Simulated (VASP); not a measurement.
# In2Sb (P6_3/mmc) in VASP: single point with r2SCAN

Aim: the single point of In2Sb with r2SCAN.

Program: VASP 6.6.1. These are calculated values, not measurements. Logs are shortened: lines on timing, memory, paths and dates and some standing lists are left out, and cuts for length are marked.

### 1 The cell of the first run

The structure is hexagonal, space group P6_3/mmc (No. 194). Conventional cell: a = 5.380 Å, b = 5.380 Å, c = 6.723 Å, α = 90.00°, β = 90.00°, γ = 120.00°. In (site symmetry -6m2) has 5 Sb at 3.11 to 3.36 Å and 6 In at 3.53 Å within 4.1 Å. Within 4.4 Å of In (site symmetry -3m) lie 8 In at 3.36 to 3.53 Å and 6 Sb at 3.53 Å. Sb (site symmetry -6m2) has 11 In at 3.11 to 3.53 Å within 4.1 Å.

### 2 Single point, r2SCAN

POSCAR reads:

```
In2Sb
1.0
    5.3799042018      0.0000000000      0.0000000000
   -2.6899521009      4.6591337087      0.0000000000
    0.0000000000      0.0000000000      6.7225520000
In Sb
4 2
Direct
    0.6666666667      0.3333333333      0.2500000000
    0.3333333333      0.6666666667      0.7500000000
    0.0000000000      0.0000000000      0.5000000000
    0.0000000000      0.0000000000      0.0000000000
    0.6666666667      0.3333333333      0.7500000000
    0.3333333333      0.6666666667      0.2500000000
```

INCAR.step1 reads:

```
  ALGO = Normal
  EDIFF = 1E-4
  ENCUT = 520
  GGA = PE
  ISMEAR = 0
  LASPH = True
  LCHARG = False
  LREAL = False
  LWAVE = True
  NBANDS = 40
  NELM = 60
  PREC = Accurate
  SIGMA = 0.1
```

INCAR.step2 reads:

```
  ALGO = Normal
  EDIFF = 1E-7
  ENCUT = 520
  ISIF = 2
  ISMEAR = 0
  ISTART = 1
  LASPH = True
  LCHARG = False
  LMIXTAU = True
  LREAL = False
  LWAVE = False
  METAGGA = R2SCAN
  NBANDS = 40
  NELM = 60
  PREC = Accurate
  SIGMA = 0.1
```

KPOINTS reads:

```
k-points
0
Gamma
  12 12 6
```

Potentials or basis: VASP PAW PBE potentials, release 64 (In_d, Sb).

The run is started by

```sh
$ cat potpaw_PBE.64/In_d/POTCAR potpaw_PBE.64/Sb/POTCAR > POTCAR
$ cp INCAR.step1 INCAR
$ mpirun -np 1 vasp_std > vasp.out
$ cp INCAR.step2 INCAR
$ mpirun -np 1 vasp_std > vasp.out
```

OUTCAR:

```text
EDIFF = 1E-7
   ENCUT = 520
   ISIF = 2
   ISMEAR = 0
   ISTART = 1
   LASPH = True
   LREAL = False
   METAGGA = R2SCAN
   NELM = 60
   PREC = Accurate

 ion  position               nearest neighbor table
   1  0.667  0.333  0.250-   6 3.11   6 3.11   6 3.11   5 3.36   5 3.36   3 3.53   4 3.53   3 3.53
                             4 3.53   3 3.53   4 3.53
   2  0.333  0.667  0.750-   5 3.11   5 3.11   5 3.11   6 3.36   6 3.36   3 3.53   4 3.53   4 3.53
                             3 3.53   4 3.53   3 3.53
   3  0.000  0.000  0.500-   4 3.36   4 3.36   1 3.53   5 3.53   6 3.53   2 3.53   1 3.53   5 3.53
                             2 3.53   6 3.53   1 3.53   5 3.53   2 3.53   6 3.53
   4  0.000  0.000  0.000-   3 3.36   3 3.36   1 3.53   5 3.53   6 3.53   2 3.53   1 3.53   5 3.53
                             2 3.53   6 3.53   1 3.53   5 3.53   2 3.53   6 3.53
   5  0.667  0.333  0.750-   2 3.11   2 3.11   2 3.11   1 3.36   1 3.36   3 3.53   4 3.53   3 3.53
                             4 3.53   3 3.53   4 3.53
   6  0.333  0.667  0.250-   1 3.11   1 3.11   1 3.11   2 3.36   2 3.36   3 3.53   4 3.53   4 3.53
                             3 3.53   4 3.53   3 3.53

  LATTYP: Found a hexagonal cell.
 ALAT       =     5.3799042018
 C/A-ratio  =     1.2495672317

  Lattice vectors:

 A1 = (   5.3799042018,   0.0000000000,   0.0000000000)
 A2 = (  -2.6899521009,   4.6591337087,   0.0000000000)
 A3 = (   0.0000000000,   0.0000000000,   6.7225520000)

Analysis of symmetry for initial positions (statically):
=====================================================================
 Subroutine PRICEL returns:
 Original cell was already a primitive cell.

 Routine SETGRP: Setting up the symmetry group for a
 hexagonal supercell.

 Subroutine GETGRP returns: Found 24 space group operations
 (whereof 12 operations were pure point group operations)
 out of a pool of 24 trial point group operations.

The static configuration has the point symmetry D_3d.
 The point group associated with its full space group is D_6h.

Analysis of symmetry for dynamics (positions and initial velocities):
=====================================================================
 Subroutine PRICEL returns:
 Original cell was already a primitive cell.

 Routine SETGRP: Setting up the symmetry group for a
 hexagonal supercell.

 Subroutine GETGRP returns: Found 24 space group operations
 (whereof 12 operations were pure point group operations)
 out of a pool of 24 trial point group operations.

The dynamic configuration has the point symmetry D_3d.
 The point group associated with its full space group is D_6h.

 Subroutine INISYM returns: Found 24 space group operations
 (whereof 12 operations are pure point group operations),
 and found     1 'primitive' translations

----------------------------------------------------------------------------------------

                                     Primitive cell

  volume of cell :     168.5054

  direct lattice vectors                    reciprocal lattice vectors
     5.379904202  0.000000000  0.000000000     0.185876916  0.107316087  0.000000000
    -2.689952101  4.659133709  0.000000000     0.000000000  0.214632175  0.000000000
     0.000000000  0.000000000  6.722552000     0.000000000  0.000000000  0.148753033

  length of vectors
     5.379904202  5.379904202  6.722552000     0.214632175  0.214632175  0.148753033

  position of ions in fractional coordinates (direct lattice)
     0.666666667  0.333333333  0.250000000
     0.333333333  0.666666667  0.750000000
     0.000000000  0.000000000  0.500000000
     0.000000000  0.000000000  0.000000000
     0.666666667  0.333333333  0.750000000
     0.333333333  0.666666667  0.250000000

  ion indices of the primitive-cell ions
   primitive index   ion index
                 1           1
                 2           2
                 3           3
                 4           4
                 5           5
                 6           6

----------------------------------------------------------------------------------------

 KPOINTS: k-points

Automatic generation of k-mesh.
 Grid dimensions read from file:
 generate k-points for:   12   12    6

 Generating k-lattice:

  Cartesian coordinates                     Fractional coordinates (reciprocal lattice)
     0.015489743  0.008943007  0.000000000     0.083333333  0.000000000  0.000000000
     0.000000000  0.017886015  0.000000000     0.000000000  0.083333333  0.000000000
     0.000000000  0.000000000  0.024792172     0.000000000  0.000000000  0.166666667

  Length of vectors
     0.017886015  0.017886015  0.024792172

  Shift w.r.t. Gamma in fractional coordinates (k-lattice)
     0.000000000  0.000000000  0.000000000

 Subroutine IBZKPT returns following result:
 ===========================================

 Found     76 irreducible k-points:

 Following reciprocal coordinates:
            Coordinates               Weight
  0.000000  0.000000  0.000000      1.000000
  0.083333  0.000000  0.000000      6.000000
  0.166667  0.000000  0.000000      6.000000
  0.250000  0.000000  0.000000      6.000000
  0.333333  0.000000  0.000000      6.000000
  0.416667  0.000000  0.000000      6.000000
[... 16 lines left out ...]
  0.250000  0.000000  0.166667     12.000000
  0.333333  0.000000  0.166667     12.000000
 [... further k-points ...]
   k-points           NKPTS =     76   k-points in BZ     NKDIM =     76   number of bands    NBANDS=     40
   number of dos      NEDOS =    301   number of ions     NIONS =      6
   total plane-waves  NPLWV =  80000
   dimension x,y,z NGX =    40 NGY =   40 NGZ =   50
   dimension x,y,z NGXF=    80 NGYF=   80 NGZF=  100
   ions per type =               4   2
   NGX,Y,Z   is equivalent  to a cutoff of  12.36, 12.36, 12.36 a.u.
   NGXF,Y,Z  is equivalent  to a cutoff of  24.72, 24.72, 24.73 a.u.
 SYSTEM =  unknown system
   PREC   = accura    normal or accurate (medium, high low for compatibility)
   ISTART =      1    job   : 0-new  1-cont  2-samecut
   ICHARG =      0    charge: 1-file 2-atom 10-const
   ISPIN  =      1    spin polarized calculation?
   LNONCOLLINEAR =      F non collinear calculations
   LSORBIT =      F    spin-orbit coupling
   LASPH  =      T    aspherical Exc in radial PAW
   ENCUT  =  520.0 eV  38.22 Ry    6.18 a.u.  10.00 10.00 12.50*2*pi/ulx,y,z
   NELM   =     60;   NELMIN=  2; NELMDL=  0     # of ELM steps
   EDIFF  = 0.1E-06   stopping-criterion for ELM
   LREAL  =      F    real-space projection
   EDIFFG = 0.1E-05   stopping-criterion for IOM
   NSW    =      0    number of steps for IOM
   IBRION =     -1    ionic relax: 0-MD 1-quasi-New 2-CG
   NFREE  =      0    steps in history (QN), initial steepest desc. (CG)
   ISIF   =      2    stress and relaxation
   ISYM   =      2    0-nonsym 1-usesym 2-fastsym
   POTIM  = 0.5000    time-step for ionic-motion
   TEBEG  =    0.0;   TEEND  =   0.0 temperature during run
   PSTRESS=    0.0 pullay stress
   NELECT =      62.0000    total number of electrons
   NUPDOWN=      -1.0000    fix difference up-down
   EMIN   =  10.00;   EMAX   =-10.00  energy-range for DOS
   EFERMI =   0.00;   METHOD = LEGACY
   ISMEAR =     0;   SIGMA  =   0.10  broadening in eV -4-tet -1-fermi 0-gaus
   EFERMI_NEDOS =   21; number of points for ismear=-14 and -15
   IALGO  =     38    algorithm
   IMIX   =      4    mixing-type and parameters
     AMIX     =   0.40;   BMIX     =  1.00
     AMIX_MAG =   1.60;   BMIX_MAG =  1.00
  volume/ion in A,a.u.               =      28.08       189.52
  Fermi-wavevector in a.u.,A,eV,Ry     =   1.173097  2.216833 18.723762  1.376158
  Thomas-Fermi vector in A             =   2.309516
   LORBIT       =      0    0 simple, 1 ext, 2 COOP (PROOUT), +10 PAW based schemes
   METAGGA = R2SCAN    functional components
   LHFCALC =     F    Hartree Fock is set to
   AEXX    =    0.0000 exact exchange contribution
   IVDW    =     0    specifies the selected vdW correction
   LEPSILON=     F    determine dielectric tensor
   LRPA    =     F    only Hartree local field effects (RPA)
 non-spin polarized calculation
 Gauss-broadening in eV      SIGMA  =   0.10
  energy-cutoff  :      520.00
  volume of cell :      168.51
 maximum number of plane-waves:      4578
   NGX = 21   NGY = 21   NGZ = 25

 number of electron      62.0000005 magnetization

 Free energy of the ion-electron system (eV)
  ---------------------------------------------------
  ext. energy  EPLUGINS =         0.00000000
  ---------------------------------------------------
  free energy    TOTEN  =      -141.59949448 eV

  energy without entropy =     -141.58137330  energy(sigma->0) =     -141.59043389

 E-fermi :   7.1715     XC(G=0): -10.5679

 val. band max:        7.1692343785   @ k =   0.0000   0.0000   0.1667
 cond. band min:       7.1819617216   @ k =   0.0833   0.0000   0.5000
 fundamental gap:      0.0127273431
 Fermi energy:         7.1715173891

 k-point     1 :       0.0000    0.0000    0.0000
  band No.  band energies     occupation
      1      -8.2476      2.00000
      2      -8.2391      2.00000
      3      -8.2391      2.00000
      4      -8.1933      2.00000
      5      -8.1933      2.00000
      6      -8.1415      2.00000
[... 32 lines left out ...]
     39       9.6364      0.00000
     40      10.8249      0.00000

 k-point     2 :       0.0833    0.0000    0.0000
  band No.  band energies     occupation
      1      -8.2469      2.00000
      2      -8.2403      2.00000
      3      -8.2366      2.00000
      4      -8.1911      2.00000
      5      -8.1889      2.00000
      6      -8.1376      2.00000
[... 935 lines left out ...]
     39      10.9519      0.00000
     40      12.2910      0.00000

 k-point    24 :       0.3333    0.0000    0.1667
  band No.  band energies     occupation
      1      -8.2327      2.00000
      2      -8.2134      2.00000
      3      -8.2098      2.00000
      4      -8.1695      2.00000
      5      -8.1674      2.00000
      6      -8.1332      2.00000
[... 32 lines left out ...]
     39      11.7877      0.00000
     40      12.0449      0.00000

 [... further k-points ...]

------------------------ aborting loop because EDIFF is reached ----------------------------------------

  FORCE on cell =-STRESS in cart. coord.  units (eV):
  Direction    XX          YY          ZZ          XY          YZ          ZX
  --------------------------------------------------------------------------------------
  -------------------------------------------------------------------------------------
  Total       -0.3129228     -0.3129228     -2.3257566     -0.0000000      0.0000000      0.0000000
  in kB       -2.9753213     -2.9753213    -22.1136764     -0.0000000      0.0000000      0.0000000
  external PRESSURE =      -9.3547730 kB  Pullay stress =       0.0000000 kB

 VOLUME and BASIS-vectors are now :
 -----------------------------------------------------------------------------
  energy-cutoff  :      520.00
  volume of cell :      168.51
      direct lattice vectors                 reciprocal lattice vectors
     5.379904202  0.000000000  0.000000000     0.185876916  0.107316087  0.000000000
    -2.689952101  4.659133709  0.000000000     0.000000000  0.214632175  0.000000000
     0.000000000  0.000000000  6.722552000     0.000000000  0.000000000  0.148753033

 POSITION                                       TOTAL-FORCE (eV/Angst)
 -----------------------------------------------------------------------------------
      2.68995      1.55304      1.68064         0.000000      0.000000     -0.000000
     -0.00000      3.10609      5.04191         0.000000      0.000000      0.000000
      0.00000      0.00000      3.36128         0.000000     -0.000000      0.000000
      0.00000      0.00000      0.00000         0.000000     -0.000000      0.000000
      2.68995      1.55304      5.04191        -0.000000      0.000000     -0.000000
     -0.00000      3.10609      1.68064        -0.000000     -0.000000      0.000000
 -----------------------------------------------------------------------------------
    total drift:                               -0.000000     -0.000000     -0.000000

  FREE ENERGIE OF THE ION-ELECTRON SYSTEM (eV)
  ---------------------------------------------------
  free  energy   TOTEN  =      -141.5994944812 eV

  energy  without entropy=     -141.5813733037  energy(sigma->0) =     -141.59043389
```

It took 18 min on 1 thread of AMD EPYC 9R45 (Zen 5), shared host; peak memory 0.55 GiB.

What came out:

```yaml
Free_energy: -141.5995 eV
Pressure: -0.9 GPa
Band_gap_on_the_k_mesh: zero (bands 31 and 32 overlap by 2.21 eV)
```

Stress tensor (GPa, compression positive):
```
-0.30  0.00  0.00
 0.00 -0.30  0.00
 0.00  0.00 -2.21
```

Levels at points of the mesh, in eV from the Fermi level:
| k point | band 27 | band 28 | band 29 | band 30 | band 31 | band 32 | band 33 | band 34 | band 35 | band 36 |
| --- | --- | --- | --- | --- | --- | --- | --- | --- | --- | --- |
| (0.00, 0.00, 0.00) | -2.62 | -1.96 | -1.96 | -1.46 | -0.73 | -0.39 | -0.39 | 0.07 | 0.60 | 2.27 |
| (0.50, 0.00, 0.00) | -4.01 | -3.81 | -1.89 | -1.65 | -1.31 | 1.43 | 1.64 | 2.44 | 3.58 | 3.75 |
| (0.00, 0.00, 0.50) | -2.11 | -2.11 | -2.11 | -2.11 | -1.17 | -1.17 | -0.24 | -0.24 | -0.24 | -0.24 |
| (0.50, 0.00, 0.50) | -3.35 | -3.35 | -0.79 | -0.79 | 0.53 | 0.53 | 2.57 | 2.57 | 3.11 | 3.11 |

Caveat: the PAW data sets were made with another functional, which shifts forces and pressure a little; spin-orbit coupling is left out, which moves the levels of the heavy elements.
